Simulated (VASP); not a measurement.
Wanted: the native input for a VASP 6.6.1 run.

```
Task                   : relaxation of cell and atoms
Functional             : PBE
Potentials or basis    : VASP PAW PBE potentials, release 64 (V_sv)
Cutoff                 : 600 eV
k mesh                 : 20 × 20 × 20
Occupations            : gaussian, width 0.1 eV
Spin                   : no spin polarisation
Dipole correction      : no
Further INCAR settings : ALGO = Fast; EDIFF = 1e-06; IBRION = 2; EDIFFG = -0.005; NSW = 100; ISIF = 3
```

The structure of V lies in POSCAR:

```
V
1.0
   -1.4911995900      1.4911995900      1.4911995900
    1.4911995900     -1.4911995900      1.4911995900
    1.4911995900      1.4911995900     -1.4911995900
V
1
Direct
    0.0000000000      0.0000000000      0.0000000000
```

The input as run:

INCAR

```
PREC     = Accurate       # precision mode
ENCUT    = 600            # plane-wave cutoff, eV
EDIFF    = 1E-6           # SCF threshold, eV
ISMEAR   = 0              # smearing method
SIGMA    = 0.1            # smearing width, eV
LREAL    = F              # projectors in reciprocal space
LASPH    = T              # aspherical terms in the spheres
NELM     = 80             # most SCF steps
ALGO     = Fast           # electronic algorithm
ISIF     = 3              # what is computed and relaxed
LWAVE    = F              # write WAVECAR
LCHARG   = F              # write CHGCAR
GGA      = PE             # functional
IBRION   = 2              # ionic algorithm
NSW      = 100            # ionic steps
EDIFFG   = -0.005         # ionic threshold
```

KPOINTS

```
regular mesh
0
Gamma
  20 20 20
```

Potentials or basis: VASP PAW PBE potentials, release 64 (V_sv).

Command:

```bash
$ cat potpaw_PBE.64/V_sv/POTCAR > POTCAR
$ mpirun -np 1 vasp_std > vasp.out
```

Results of the run:

- Relaxed volume: 13.48 Å³/atom
- Relaxed cell: a = 2.597 Å, b = 2.597 Å, c = 2.597 Å, α = 109.47°, β = 109.47°, γ = 109.47°
- Space group after relaxing (to 0.05 Å): Im-3m (No. 229)
- Energy gained by relaxing: 1.9 meV/atom
- Ionic steps: 3
- Pressure after relaxing: 0.0 GPa

It took 68 s on 1 thread of AMD EPYC 9R14 (Zen 4), on a shared host, peak memory 0.14 GiB.
